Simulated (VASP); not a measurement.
# W (Fm-3m) in VASP: a series of runs

W is run at these levels: LDA; tasks: electric field gradients.

Everything below comes from runs of VASP 6.6.1. Logs are shortened: lines on timing, memory, paths and dates and some standing lists are left out, and cuts for length are marked.

### Step 1. The cell of the first run

The structure is cubic, space group Fm-3m (No. 225). The conventional cell has a = 4.113 Å, b = 4.113 Å, c = 4.113 Å, α = 90.00°, β = 90.00°, γ = 90.00°. Within 3.8 Å of W (site symmetry m-3m) lie 12 W at 2.91 Å.

### Step 2. Electric field gradients, LDA (volume scaled by 1.04)

Input file INCAR:

```
SYSTEM = W
PREC = Accurate
ENCUT = 520
EDIFF = 1E-8
ISMEAR = -1
SIGMA = 0.05
LREAL = .FALSE.
LASPH = .TRUE.
NELM = 80
ALGO = Normal
ISIF = 2
LWAVE = .FALSE.
LCHARG = .FALSE.
LEFG = .TRUE.
NBANDS = 13
```

Input file KPOINTS:

```
regular mesh
0
G
  14 14 14
  0 0 0
```

Input file POSCAR:

```
W
1.0
    0.0000000000      2.0567135898      2.0567135898
    2.0567135898      0.0000000000      2.0567135898
    2.0567135898      2.0567135898      0.0000000000
W
1
Direct
    0.0000000000      0.0000000000      0.0000000000
```

Potentials or basis: VASP PAW LDA potentials, release 64 (W_sv).

On the command line:

```
> cat potpaw_LDA.64/W_sv/POTCAR > POTCAR
> mpirun -np 1 vasp_std > vasp.out
```

OUTCAR:

```text
SYSTEM = W
   PREC = Accurate
   ENCUT = 520
   EDIFF = 1E-8
   ISMEAR = -1
   LREAL = .FALSE.
   LASPH = .TRUE.
   NELM = 80
   ISIF = 2

 ion  position               nearest neighbor table
   1  0.000  0.000  0.000-

  LATTYP: Found a face centered cubic cell.
 ALAT       =     4.1134271796

  Lattice vectors:

 A1 = (   0.0000000000,   2.0567135898,   2.0567135898)
 A2 = (   2.0567135898,   0.0000000000,   2.0567135898)
 A3 = (   2.0567135898,   2.0567135898,   0.0000000000)

Analysis of symmetry for initial positions (statically):
=====================================================================
 Subroutine PRICEL returns:
 Original cell was already a primitive cell.

 Routine SETGRP: Setting up the symmetry group for a
 face centered cubic supercell.

 Subroutine GETGRP returns: Found 48 space group operations
 (whereof 48 operations were pure point group operations)
 out of a pool of 48 trial point group operations.

The static configuration has the point symmetry O_h .

Analysis of symmetry for dynamics (positions and initial velocities):
=====================================================================
 Subroutine PRICEL returns:
 Original cell was already a primitive cell.

 Routine SETGRP: Setting up the symmetry group for a
 face centered cubic supercell.

 Subroutine GETGRP returns: Found 48 space group operations
 (whereof 48 operations were pure point group operations)
 out of a pool of 48 trial point group operations.

The dynamic configuration has the point symmetry O_h .

 Subroutine INISYM returns: Found 48 space group operations
 (whereof 48 operations are pure point group operations),
 and found     1 'primitive' translations

----------------------------------------------------------------------------------------

                                     Primitive cell

  volume of cell :      17.4001

  direct lattice vectors                    reciprocal lattice vectors
     0.000000000  2.056713590  2.056713590    -0.243106285  0.243106285  0.243106285
     2.056713590  0.000000000  2.056713590     0.243106285 -0.243106285  0.243106285
     2.056713590  2.056713590  0.000000000     0.243106285  0.243106285 -0.243106285

  length of vectors
     2.908632253  2.908632253  2.908632253     0.421072437  0.421072437  0.421072437

  position of ions in fractional coordinates (direct lattice)
     0.000000000  0.000000000  0.000000000

  ion indices of the primitive-cell ions
   primitive index   ion index
                 1           1

----------------------------------------------------------------------------------------

 KPOINTS: regular mesh

Automatic generation of k-mesh.
 Grid dimensions read from file:
 generate k-points for:   14   14   14

 Generating k-lattice:

  Cartesian coordinates                     Fractional coordinates (reciprocal lattice)
    -0.017364735  0.017364735  0.017364735     0.071428571  0.000000000  0.000000000
     0.017364735 -0.017364735  0.017364735     0.000000000  0.071428571  0.000000000
     0.017364735  0.017364735 -0.017364735     0.000000000  0.000000000  0.071428571

  Length of vectors
     0.030076603  0.030076603  0.030076603

  Shift w.r.t. Gamma in fractional coordinates (k-lattice)
     0.000000000  0.000000000  0.000000000

 Subroutine IBZKPT returns following result:
 ===========================================

 Found    104 irreducible k-points:

 Following reciprocal coordinates:
            Coordinates               Weight
  0.000000  0.000000  0.000000      1.000000
  0.071429  0.000000  0.000000      8.000000
  0.142857  0.000000  0.000000      8.000000
  0.214286  0.000000  0.000000      8.000000
  0.285714  0.000000  0.000000      8.000000
  0.357143  0.000000  0.000000      8.000000
[... 16 lines left out ...]
  0.214286  0.142857  0.000000     24.000000
  0.285714  0.142857  0.000000     24.000000
 [... further k-points ...]
   k-points           NKPTS =    104   k-points in BZ     NKDIM =    104   number of bands    NBANDS=     13
   number of dos      NEDOS =    301   number of ions     NIONS =      1
   total plane-waves  NPLWV =  13824
   dimension x,y,z NGX =    24 NGY =   24 NGZ =   24
   dimension x,y,z NGXF=    48 NGYF=   48 NGZF=   48
   ions per type =               1
   NGX,Y,Z   is equivalent  to a cutoff of  13.72, 13.72, 13.72 a.u.
   NGXF,Y,Z  is equivalent  to a cutoff of  27.43, 27.43, 27.43 a.u.
 SYSTEM =  W
   PREC   = accura    normal or accurate (medium, high low for compatibility)
   ISTART =      0    job   : 0-new  1-cont  2-samecut
   ICHARG =      2    charge: 1-file 2-atom 10-const
   ISPIN  =      1    spin polarized calculation?
   LNONCOLLINEAR =      F non collinear calculations
   LSORBIT =      F    spin-orbit coupling
   LASPH  =      T    aspherical Exc in radial PAW
   ENCUT  =  520.0 eV  38.22 Ry    6.18 a.u.   5.41  5.41  5.41*2*pi/ulx,y,z
   NELM   =     80;   NELMIN=  2; NELMDL= -5     # of ELM steps
   EDIFF  = 0.1E-07   stopping-criterion for ELM
   LREAL  =      F    real-space projection
   EDIFFG = 0.1E-06   stopping-criterion for IOM
   NSW    =      0    number of steps for IOM
   IBRION =     -1    ionic relax: 0-MD 1-quasi-New 2-CG
   NFREE  =      0    steps in history (QN), initial steepest desc. (CG)
   ISIF   =      2    stress and relaxation
   ISYM   =      2    0-nonsym 1-usesym 2-fastsym
   POTIM  = 0.5000    time-step for ionic-motion
   TEBEG  =    0.0;   TEEND  =   0.0 temperature during run
   PSTRESS=    0.0 pullay stress
   NELECT =      14.0000    total number of electrons
   NUPDOWN=      -1.0000    fix difference up-down
   EMIN   =  10.00;   EMAX   =-10.00  energy-range for DOS
   EFERMI =   0.00;   METHOD = LEGACY
   ISMEAR =    -1;   SIGMA  =   0.05  broadening in eV -4-tet -1-fermi 0-gaus
   EFERMI_NEDOS =   21; number of points for ismear=-14 and -15
   IALGO  =     38    algorithm
   IMIX   =      4    mixing-type and parameters
     AMIX     =   0.40;   BMIX     =  1.00
     AMIX_MAG =   1.60;   BMIX_MAG =  1.00
  volume/ion in A,a.u.               =      17.40       117.42
  Fermi-wavevector in a.u.,A,eV,Ry     =   1.522651  2.877393 31.544644  2.318466
  Thomas-Fermi vector in A             =   2.631201
   LORBIT       =      0    0 simple, 1 ext, 2 COOP (PROOUT), +10 PAW based schemes
   GGA     = CA    functional components
   LHFCALC =     F    Hartree Fock is set to
   AEXX    =    0.0000 exact exchange contribution
   IVDW    =     0    specifies the selected vdW correction
   LEPSILON=     F    determine dielectric tensor
   LRPA    =     F    only Hartree local field effects (RPA)
 non-spin polarized calculation
  energy-cutoff  :      520.00
  volume of cell :       17.40
 maximum number of plane-waves:       489
 NGX is ok and might be reduce to    24
   NGX = 11   NGY = 11   NGZ = 11

 number of electron      13.9999999 magnetization

 Free energy of the ion-electron system (eV)
  ---------------------------------------------------
  ext. energy  EPLUGINS =         0.00000000
  ---------------------------------------------------
  free energy    TOTEN  =       -13.47900967 eV

  energy without entropy =      -13.46799460  energy(sigma->0) =      -13.47350214

 E-fermi :   9.5391     XC(G=0): -13.3043

 val. band max:        9.5356419778   @ k =  -0.4286   0.1429   0.0714
 cond. band min:       9.5475590266   @ k =  -0.1429   0.0714   0.0000
 fundamental gap:      0.0119170488
 Fermi energy:         9.5390792247

 k-point     1 :       0.0000    0.0000    0.0000
  band No.  band energies     occupation
      1     -63.7800      2.00000
      2     -27.7247      2.00000
      3     -27.7247      2.00000
      4     -27.7247      2.00000
      5       0.9617      2.00000
      6       9.0404      1.99991
      7       9.0404      1.99991
      8       9.0404      1.99991
      9      11.8748      0.00000
     10      11.8748      0.00000
     11      22.3614      0.00000
     12      27.2254      0.00000
     13      27.2254      0.00000

 k-point     2 :       0.0714    0.0000    0.0000
  band No.  band energies     occupation
      1     -63.7760      2.00000
      2     -27.7748      2.00000
      3     -27.7312      2.00000
      4     -27.7312      2.00000
      5       1.1713      2.00000
      6       8.8864      2.00000
      7       9.1367      1.99936
      8       9.1367      1.99936
      9      11.7923      0.00000
     10      11.7923      0.00000
     11      22.7736      0.00000
     12      26.3421      0.00000
     13      27.6133      0.00000

 k-point     3 :       0.1429    0.0000    0.0000
  band No.  band energies     occupation
      1     -63.7644      2.00000
      2     -27.9137      2.00000
      3     -27.7495      2.00000
      4     -27.7495      2.00000
      5       1.7644      2.00000
      6       8.5236      2.00000
      7       9.3581      1.94782
      8       9.3581      1.94782
      9      11.6533      0.00000
     10      11.6533      0.00000
     11      23.7325      0.00000
     12      24.9617      0.00000
     13      28.7175      0.00000
[... 305 lines left out ...]
 k-point    23 :       0.2143    0.1429    0.0000
  band No.  band energies     occupation
      1     -63.7466      2.00000
      2     -28.0355      2.00000
      3     -27.8245      2.00000
      4     -27.8167      2.00000
      5       2.6931      2.00000
      6       7.7207      2.00000
      7       9.7548      0.02640
      8      10.0072      0.00017
      9      10.6113      0.00000
     10      12.4347      0.00000
     11      25.1539      0.00000
     12      25.6908      0.00000
     13      28.1977      0.00000

 k-point    24 :       0.2857    0.1429    0.0000
  band No.  band energies     occupation
      1     -63.7303      2.00000
      2     -28.2095      2.00000
      3     -27.8571      2.00000
      4     -27.8471      2.00000
      5       3.5513      2.00000
      6       7.4551      2.00000
      7       9.2314      1.99576
      8      10.1133      0.00002
      9      11.3791      0.00000
     10      12.8560      0.00000
     11      23.8344      0.00000
     12      26.6084      0.00000
     13      28.6081      0.00000

 [... further k-points ...]

------------------------ aborting loop because EDIFF is reached ----------------------------------------

  FORCE on cell =-STRESS in cart. coord.  units (eV):
  Direction    XX          YY          ZZ          XY          YZ          ZX
  --------------------------------------------------------------------------------------
  -------------------------------------------------------------------------------------
  Total       -2.7302765     -2.7302765     -2.7302765      0.0000000     -0.0000000      0.0000000
  in kB     -251.4002815   -251.4002815   -251.4002815      0.0000000     -0.0000000      0.0000000
  external PRESSURE =    -251.4002815 kB  Pullay stress =       0.0000000 kB

 VOLUME and BASIS-vectors are now :
 -----------------------------------------------------------------------------
  energy-cutoff  :      520.00
  volume of cell :       17.40
      direct lattice vectors                 reciprocal lattice vectors
     0.000000000  2.056713590  2.056713590    -0.243106285  0.243106285  0.243106285
     2.056713590  0.000000000  2.056713590     0.243106285 -0.243106285  0.243106285
     2.056713590  2.056713590  0.000000000     0.243106285  0.243106285 -0.243106285

 POSITION                                       TOTAL-FORCE (eV/Angst)
 -----------------------------------------------------------------------------------
      0.00000      0.00000      0.00000        -0.000000     -0.000000     -0.000000
 -----------------------------------------------------------------------------------
    total drift:                                0.000000      0.000000      0.000000

  FREE ENERGIE OF THE ION-ELECTRON SYSTEM (eV)
  ---------------------------------------------------
  free  energy   TOTEN  =       -13.4790096748 eV

  energy  without entropy=      -13.4679946014  energy(sigma->0) =      -13.47350214

 Electric field gradients (V/A^2)
---------------------------------------------------------------------
 ion       V_xx      V_yy      V_zz      V_xy      V_xz      V_yz
---------------------------------------------------------------------
   1      -0.000    -0.000     0.000    -0.000    -0.000    -0.000
---------------------------------------------------------------------

 Electric field gradients after diagonalization (V/A^2)
 (convention: |V_zz| > |V_xx| > |V_yy|)
----------------------------------------------------------------------
 ion       V_xx      V_yy      V_zz     asymmetry (V_yy - V_xx)/ V_zz
----------------------------------------------------------------------
   1       0.000     0.000    -0.001       0.000
----------------------------------------------------------------------

           NMR quadrupolar parameters

 Cq : quadrupolar parameter    Cq=e*Q*V_zz/h
 eta: asymmetry parameters     (V_yy - V_xx)/ V_zz
 Q  : nuclear electric quadrupole moment in mb (millibarn)
----------------------------------------------------------------------
 ion       Cq(MHz)       eta       Q (mb)
----------------------------------------------------------------------
   1      -0.000       0.000       1.000
----------------------------------------------------------------------
```

It took 11 s on 1 thread of Intel Xeon Platinum 8259CL at 2.50GHz (Skylake/Cascade Lake), shared host; peak memory 0.14 GiB.

Results:

```yaml
Free_energy: -13.4790 eV
Pressure: -25.1 GPa
Band_gap_on_the_k_mesh: zero (band 7 reaches 12.45 eV, above the bottom of band 8 at 9.04 eV)
```

Caveat: without QUAD_EFG the Cq values of the log hold for a quadrupole moment of 1 mb, not for the nuclei; spin-orbit coupling is left out, which moves the levels of the heavy elements.

### Step 3. Electric field gradients, LDA (volume scaled by 1.04)

Input file INCAR:

```
SYSTEM = W
ALGO = Normal ; EDIFF = 1E-8
ENCUT = 520 ; GGA = CA
ISIF = 2 ; ISMEAR = -1
LASPH = .True. ; LCHARG = .False.
LEFG = .True. ; LREAL = .False.
LWAVE = .False. ; NBANDS = 13
NELM = 80 ; PREC = Accurate
SIGMA = 0.05
```

Input file KPOINTS:

```
k-points
0
Gamma
  14 14 14
  0 0 0
```

POSCAR is that of step 2.

Potentials or basis: VASP PAW LDA potentials, release 64 (W_sv).

On the command line:

```
> cat potpaw_LDA.64/W_sv/POTCAR > POTCAR
> mpirun -np 1 vasp_std > vasp.out
```

OUTCAR:

```text
SYSTEM = W
   EDIFF = 1E-8
   ENCUT = 520
   GGA = CA
   ISIF = 2
   ISMEAR = -1
   LASPH = .True.
   LREAL = .False.
   NELM = 80
   PREC = Accurate

 ion  position               nearest neighbor table
   1  0.000  0.000  0.000-

  LATTYP: Found a face centered cubic cell.
 ALAT       =     4.1134271796

  Lattice vectors:

 A1 = (   0.0000000000,   2.0567135898,   2.0567135898)
 A2 = (   2.0567135898,   0.0000000000,   2.0567135898)
 A3 = (   2.0567135898,   2.0567135898,   0.0000000000)

Analysis of symmetry for initial positions (statically):
=====================================================================
 Subroutine PRICEL returns:
 Original cell was already a primitive cell.

 Routine SETGRP: Setting up the symmetry group for a
 face centered cubic supercell.
[... 565 lines left out ...]
  in kB     -251.4002815   -251.4002815   -251.4002815      0.0000000     -0.0000000      0.0000000
  external PRESSURE =    -251.4002815 kB  Pullay stress =       0.0000000 kB

 VOLUME and BASIS-vectors are now :
 -----------------------------------------------------------------------------
  energy-cutoff  :      520.00
  volume of cell :       17.40
      direct lattice vectors                 reciprocal lattice vectors
     0.000000000  2.056713590  2.056713590    -0.243106285  0.243106285  0.243106285
     2.056713590  0.000000000  2.056713590     0.243106285 -0.243106285  0.243106285
     2.056713590  2.056713590  0.000000000     0.243106285  0.243106285 -0.243106285

 POSITION                                       TOTAL-FORCE (eV/Angst)
 -----------------------------------------------------------------------------------
      0.00000      0.00000      0.00000        -0.000000     -0.000000     -0.000000
 -----------------------------------------------------------------------------------
    total drift:                                0.000000      0.000000      0.000000

  FREE ENERGIE OF THE ION-ELECTRON SYSTEM (eV)
  ---------------------------------------------------
  free  energy   TOTEN  =       -13.4790096748 eV

  energy  without entropy=      -13.4679946014  energy(sigma->0) =      -13.47350214

 Electric field gradients (V/A^2)
---------------------------------------------------------------------
 ion       V_xx      V_yy      V_zz      V_xy      V_xz      V_yz
---------------------------------------------------------------------
   1      -0.000    -0.000     0.000    -0.000    -0.000    -0.000
---------------------------------------------------------------------

 Electric field gradients after diagonalization (V/A^2)
 (convention: |V_zz| > |V_xx| > |V_yy|)
----------------------------------------------------------------------
 ion       V_xx      V_yy      V_zz     asymmetry (V_yy - V_xx)/ V_zz
----------------------------------------------------------------------
   1       0.000     0.000    -0.001       0.000
----------------------------------------------------------------------

           NMR quadrupolar parameters

 Cq : quadrupolar parameter    Cq=e*Q*V_zz/h
 eta: asymmetry parameters     (V_yy - V_xx)/ V_zz
 Q  : nuclear electric quadrupole moment in mb (millibarn)
----------------------------------------------------------------------
 ion       Cq(MHz)       eta       Q (mb)
----------------------------------------------------------------------
   1      -0.000       0.000       1.000
----------------------------------------------------------------------
```

OSZICAR:

```text
N       E                     dE             d eps       ncg     rms          rms(c)
DAV:   1     0.817774699091E+02    0.81777E+02   -0.73960E+03  2730   0.119E+03
DAV:   2    -0.125600584941E+02   -0.94338E+02   -0.90812E+02  3029   0.311E+02
DAV:   3    -0.142134971460E+02   -0.16534E+01   -0.16427E+01  2994   0.398E+01
DAV:   4    -0.142213421861E+02   -0.78450E-02   -0.78433E-02  2999   0.301E+00
DAV:   5    -0.142214159424E+02   -0.73756E-04   -0.73757E-04  3084   0.278E-01    0.172E+01
DAV:   6    -0.136170991667E+02    0.60432E+00   -0.52911E-01  2864   0.906E+00    0.607E+00
DAV:   7    -0.134845901173E+02    0.13251E+00   -0.20555E-01  3019   0.523E+00    0.593E-01
DAV:   8    -0.134791819829E+02    0.54081E-02   -0.44203E-03  2719   0.897E-01    0.827E-02
DAV:   9    -0.134790056603E+02    0.17632E-03   -0.14113E-04  3171   0.124E-01    0.344E-02
DAV:  10    -0.134790097325E+02   -0.40721E-05   -0.50966E-06  2924   0.277E-02    0.316E-03
DAV:  11    -0.134790096770E+02    0.55452E-07   -0.20069E-07  2989   0.482E-03    0.398E-04
DAV:  12    -0.134790096748E+02    0.21753E-08   -0.24898E-09  1877   0.558E-04
   1 F= -.13479010E+02 E0= -.13473502E+02  d E =-.110151E-01
```

stdout:

```text
POSCAR found type information on POSCAR W
 POSCAR found :  1 types and       1 ions
 scaLAPACK will be used
 LDA part: xc-table for (Slater(with rela. corr.)+CA(PZ))
 , standard interpolation
 POSCAR, INCAR and KPOINTS ok, starting setup
 FFT: planning ... GRIDC
 FFT: planning ... GRID_SOFT
 FFT: planning ... GRID
 WAVECAR not read
 entering main loop
ion   1
```

It took 12 s on 1 thread of Intel Xeon Platinum 8259CL at 2.50GHz (Skylake/Cascade Lake), shared host; peak memory 0.14 GiB.

What came out:

```
Free energy            : -13.4790 eV
Pressure               : -25.1 GPa
Band gap on the k mesh : zero (band 7 reaches 12.45 eV, above the bottom of band 8 at 9.04 eV)
```

Caveat: without QUAD_EFG the Cq values of the log hold for a quadrupole moment of 1 mb, not for the nuclei; spin-orbit coupling is left out, which moves the levels of the heavy elements.

(Continued in part 2 of 2.)
